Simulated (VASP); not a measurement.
Input of a VASP 6.6.1 run:

INCAR

```
PREC     = Accurate       # precision mode
ENCUT    = 520            # plane-wave cutoff, eV
EDIFF    = 1E-6           # SCF threshold, eV
ISMEAR   = 0              # smearing method
SIGMA    = 0.1            # smearing width, eV
LREAL    = False          # projectors in reciprocal space
LASPH    = True           # aspherical terms in the spheres
NELM     = 80             # most SCF steps
ALGO     = Normal         # electronic algorithm
ISIF     = 2              # what is computed and relaxed
LWAVE    = False          # write WAVECAR
LCHARG   = False          # write CHGCAR
GGA      = PE             # functional
NBANDS   = 28             # bands
```

KPOINTS

```
regular mesh
0
Gamma
  4 4 4
```

Contents of POSCAR:

```
BiSe4
1.0
    5.2136003235      0.0000000000      0.0000000000
    0.0000000000      5.2136003235      0.0000000000
    0.0000000000      0.0000000000      5.2136003235
Bi Se
1 4
Direct
    0.0000000000      0.0000000000      0.0000000000
    0.3071477827      0.6928522173      0.6928522173
    0.6928522173      0.3071477827      0.6928522173
    0.6928522173      0.6928522173      0.3071477827
    0.3071477827      0.3071477827      0.3071477827
```

Potentials or basis: VASP PAW PBE potentials, release 64 (Bi_d, Se).

Command:

```bash
$ cat potpaw_PBE.64/Bi_d/POTCAR potpaw_PBE.64/Se/POTCAR > POTCAR
$ mpirun -np 1 vasp_std > vasp.out
```

Task: Predict the band gap on the k mesh.

Result: Zero (an odd number of electrons rules out a gap without spin polarisation).

Task: Estimate the largest force.

Result: 0.008 eV/Å.

Forces in eV/Å, atoms in the order of the input:
```
Bi   0.000  0.000  0.000
Se   0.005 -0.005 -0.005
Se  -0.005  0.005 -0.005
Se  -0.005 -0.005  0.005
Se   0.005  0.005  0.005
```

Caveat: spin-orbit coupling is left out, which moves the levels of the heavy elements.
